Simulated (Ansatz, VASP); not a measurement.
# One calculation of Pt, two programs

File INCAR:

```
SYSTEM = Pt
PREC = Accurate
ENCUT = 520
EDIFF = 1E-7
ISMEAR = 0
SIGMA = 0.15
LREAL = .FALSE.
LASPH = .TRUE.
NELM = 60
ALGO = Fast
ISIF = 2
LWAVE = .FALSE.
LCHARG = .FALSE.
GGA = PS
NBANDS = 11
```

The input KPOINTS:

```
Automatic mesh
0
G
  22 22 22
  0 0 0
```

The input POSCAR:

```
Pt
1.0
   -1.7903300094      1.5877573696      1.5877573696
    1.5877573696     -1.7903300094      1.5877573696
    1.5877573696      1.5877573696     -1.7903300094
Pt
1
Direct
    0.0000000000      0.0000000000      0.0000000000
```

Input for Ansatz:

```yaml
crystal:
  lattice:
    - [-1.7903300094, 1.5877573696, 1.5877573696]
    - [1.5877573696, -1.7903300094, 1.5877573696]
    - [1.5877573696, 1.5877573696, -1.7903300094]
  atoms:
    - { symbol: Pt, position: [0.0, 0.0, 0.0] }
basis:
  ecutwfc: 420
kpoints:
  mp_grid: { grid: [22, 22, 22] }
hamiltonian:
  xc: pbesol
  pseudopotentials: { kind: paw, azcp: { folder: soft_1 } }
scf:
  occupations: { method: gaussian, width: 0.15 }
output:
  forces: true
  stress: true
  eigenvalues: true
```

Alike in both runs: task single point; functional PBEsol; k mesh 22 × 22 × 22; occupations gaussian, width 0.15 eV; no spin polarisation.

```csv
,VASP,Ansatz
version,VASP 6.6.1,Ansatz 0.2.0
potentials or method,"VASP PAW PBE potentials, release 64 (Pt), cutoff 520 eV","scalar-relativistic, plane waves, PAW"
valence electrons in the cell,10,18
```

Ansatz gave:

- gap on the k mesh at the Fermi level (eV): none
- pressure (GPa): 8.6
- traceless stress, the component that is largest in VASP (GPa): 28.38

**Question.** Which values does VASP return?

**Answer.** gap on the k mesh at the Fermi level (eV): none; pressure (GPa): 8.2; traceless stress, the component that is largest in VASP (GPa): 28.23.

VASP's potentials were made for PBE, not for PBEsol, and Ansatz warns of the same on its side. A gap of «none» marks a metal or a gap that the smearing closes. The functional is the same, so the differences come from potentials, cutoffs and numerics. VASP's potentials hold 10 valence electrons a cell and Ansatz's 18, so a difference there can come from the potentials and not from the codes.

Neither program's run includes spin-orbit coupling.
